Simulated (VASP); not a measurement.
The system is CsSnI3.

```xyz
5
Lattice="6.0542 0.0000 0.0000 0.0000 6.0542 0.0000 0.0000 0.0000 6.2920" Properties=species:S:1:pos:R:3 pbc="T T T"
Cs    0.0000    0.0000    0.0000
Sn    3.0271    3.0271    3.1460
I     3.0271    3.0271    0.0000
I     3.0271    0.0000    3.1460
I     0.0000    3.0271    3.1460
```

This cell differs from its parent crystal: epitaxial xy strain -3.0%.

Base run:

```yaml
Program: VASP 6.6.1
Functional: PBE
Potentials_or_basis: VASP PAW PBE potentials, release 64 (Cs_sv, Sn_d, I)
Cutoff: 520 eV
k_mesh: 4 × 4 × 4
Occupations: fermi-dirac, width 0.02 eV
Spin: no spin polarisation
```

Its results: band gap on the k mesh 0.05 eV, direct; pressure 1.5 GPa.

Question: The run is repeated on the same cell with these changes: functional from PBE to r2SCAN. What comes out?

Answer: Band gap on the k mesh 0.03 eV, direct; pressure 1.1 GPa.

Caveats: spin-orbit coupling is left out, which moves the levels of the heavy elements; the PAW data sets were made with another functional, which shifts forces and pressure a little (some runs).

A k mesh can miss the band edges.
